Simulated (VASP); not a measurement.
Ca: single point with PBE

Ca:

```
Ca
1.0
     0.00000    2.76271    2.76271
     2.76271    0.00000    2.76271
     2.76271    2.76271    0.00000
Ca
1
Direct
  0.00000 0.00000 0.00000
```

```json
{
 "Program": "VASP 6.6.1",
 "Task": "single point",
 "Functional": "PBE",
 "Potentials or basis": "VASP PAW PBE potentials, release 64 (Ca_sv)",
 "Cutoff": "520 eV",
 "k mesh": "10 × 10 × 10",
 "Occupations": "fermi-dirac, width 0.1 eV",
 "Spin": "no spin polarisation",
 "Dipole correction": "no",
 "Further INCAR settings": "ALGO = Normal; EDIFF = 1e-06; NBANDS = 11"
}
```

```json
{
  "Pressure": "0.0 GPa",
  "Band gap on the k mesh": "zero (band 5 reaches 2.07 eV, above the bottom of band 6 at 1.80 eV)"
}
```

Levels at points of the mesh, in eV from the Fermi level:
| k point | band 3 | band 4 | band 5 | band 6 | band 7 | band 8 |
| --- | --- | --- | --- | --- | --- | --- |
| (0.00, 0.00, 0.00) | -22.93 | -22.93 | -4.03 | 2.33 | 2.33 | 2.33 |
| (0.50, 0.00, 0.00) | -22.95 | -22.95 | -0.99 | -0.17 | 2.22 | 2.22 |
| (0.50, 0.50, 0.00) | -22.98 | -22.98 | -0.46 | 0.57 | 0.96 | 4.09 |

Wall time 28 s on 1 thread of Intel Xeon 6975P-C (shared host), peak memory 0.17 GiB.
